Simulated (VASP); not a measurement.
Crystal: MoSe.

```
Mo Se
1.0
     0.00000    2.83929    2.83929
     2.83929    0.00000    2.83929
     2.83929    2.83929    0.00000
Mo Se
1 1
Direct
  0.00000 0.00000 0.00000
  0.25000 0.25000 0.25000
```

Base run:

```yaml
Program: VASP 6.6.1
Functional: PBE
Potentials_or_basis: VASP PAW PBE potentials, release 64 (Mo_sv, Se)
Cutoff: 520 eV
k_mesh: 12 × 12 × 12
Occupations: gaussian, width 0.1 eV
Spin: collinear spin
Starting_moments: "[2.0, 0.0] μB"
```

Its results: pressure 0.2 GPa; site moments Mo +1.03; Se -0.02 μB.

Problem. The run is repeated on the same cell with these changes: moments at the start from [2.0, 0.0] to [1.94, 0.01]; fixed moment from none to 2.62 μB. What comes out?

Solution. Pressure 7.7 GPa; site moments Mo +2.21; Se +0.00 μB.

Caveats: the cell stands under pressure (at least some runs); the total moment is fixed, so each spin has its own Fermi level (at least some runs).
